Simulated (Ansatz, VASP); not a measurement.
# Sn in VASP and in Ansatz

```
Sn
1.0
    -1.89699    1.89699    1.89699
     1.89699   -1.89699    1.89699
     1.89699    1.89699   -1.89699
Sn
1
Direct
  0.00000 0.00000 0.00000
```

Alike in both runs: task single point; functional PBE; k mesh 16 × 16 × 16; occupations gaussian, width 0.05 eV; no spin polarisation.

|  | VASP | Ansatz |
| --- | --- | --- |
| version | VASP 6.6.1 | Ansatz 0.2.0 |
| potentials or method | VASP PAW PBE potentials, release 64 (Sn_d), cutoff 500 eV | scalar-relativistic, plane waves, PAW |
| valence electrons in the cell | 14 | 14 |

```tsv
	VASP	Ansatz	Ansatz less VASP
gap on the k mesh at the Fermi level (eV)	none	none	-
pressure (GPa)	0.9	0.9	+0.01
```

A gap of «none» marks a metal or a gap that the smearing closes. With one functional, cell and mesh, what is left measures potentials, basis and numerics.
